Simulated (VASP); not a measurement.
Write the native input for VASP 6.6.1 that does the following.

```yaml
Task: single point
Functional: PBE
Potentials_or_basis: VASP PAW PBE potentials, release 64 (Si)
Cutoff: 520 eV
k_mesh: 18 × 18 × 18
Occupations: fermi-dirac, width 0.1 eV
Spin: no spin polarisation
Dipole_correction: no
Further_INCAR_settings: ALGO = Normal; EDIFF = 1e-06; NBANDS = 11
```

The structure of Si lies in POSCAR:

```
Si
1.0
   -2.2310926582      2.2310926582      1.2032196290
    2.2310926582     -2.2310926582      1.2032196290
    2.2310926582      2.2310926582     -1.2032196290
Si
2
Direct
   -0.3750000000     -0.1250000000     -0.2500000000
    0.3750000000      0.1250000000      0.2500000000
```

These files were run (other wordings do the same):

INCAR

```
PREC = Accurate ; ENCUT = 520
EDIFF = 1E-6 ; ISMEAR = -1
SIGMA = 0.1 ; LREAL = F
LASPH = T ; NELM = 60
ALGO = Normal ; ISIF = 2
LWAVE = F ; LCHARG = F
GGA = PE ; NBANDS = 11
```

KPOINTS

```
Automatic mesh
0
Gamma
  18 18 18
```

Potentials or basis: VASP PAW PBE potentials, release 64 (Si).

Launch:

```console
$ cat potpaw_PBE.64/Si/POTCAR > POTCAR
$ mpirun -np 1 vasp_std > vasp.out
```

Results of the run:

```
Pressure               : 45.7 GPa
Band gap on the k mesh : zero (bands 4 and 5 overlap by 7.81 eV)
```

Caveat: the cell stands under pressure.

Run time: 53 s on 1 thread of Intel(R) Xeon(R) 6975P-C (Granite Rapids), on a shared host, peak memory 0.22 GiB.
